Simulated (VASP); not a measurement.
A run of VASP 6.6.1 is set up as follows.

The input POSCAR:

```
Al3Cu
1.0
    2.5415053615      0.0000000000      0.0000000000
    0.0000000000      2.5415053615      0.0000000000
    0.0000000000      0.0000000000      9.0429598731
Al Cu
3 1
Direct
    0.0000000000      0.0000000000      0.5000000000
    0.5000000000      0.5000000000      0.2226430006
    0.5000000000      0.5000000000      0.7773569994
    0.0000000000      0.0000000000      0.0000000000
```

INCAR.step1

```
  PREC = Accurate
  ENCUT = 520
  ISMEAR = 0
  SIGMA = 0.15
  LREAL = F
  LASPH = T
  NELM = 80
  NBANDS = 18
  GGA = PE
  ALGO = Normal
  EDIFF = 1E-4
  LWAVE = T
  LCHARG = F
```

The input INCAR.step2:

```
  PREC = Accurate
  ENCUT = 520
  EDIFF = 1E-6
  ISMEAR = 0
  SIGMA = 0.15
  LREAL = F
  LASPH = T
  NELM = 80
  ALGO = Normal
  ISIF = 2
  LWAVE = F
  LCHARG = T
  METAGGA = R2SCAN
  LMIXTAU = T
  LELF = T
  LVHAR = T
  NBANDS = 18
  ISTART = 1
```

Contents of KPOINTS:

```
regular mesh
0
Gamma
  18 18 8
```

Potentials or basis: VASP PAW PBE potentials, release 64 (Al, Cu).

Run with:

```console
$ cat potpaw_PBE.64/Al/POTCAR potpaw_PBE.64/Cu/POTCAR > POTCAR
$ cp INCAR.step1 INCAR
$ mpirun -np 1 vasp_std > vasp.out
$ cp INCAR.step2 INCAR
$ mpirun -np 1 vasp_std > vasp.out
```

(1) Predict the pressure.

(2) What does it give for the band gap on the k mesh?

## Answers

(1) 6.2 GPa.

(2) zero (bands 10 and 11 overlap by 3.84 eV).

Caveat: the cell stands under pressure; the PAW data sets were made with another functional, which shifts forces and pressure a little.
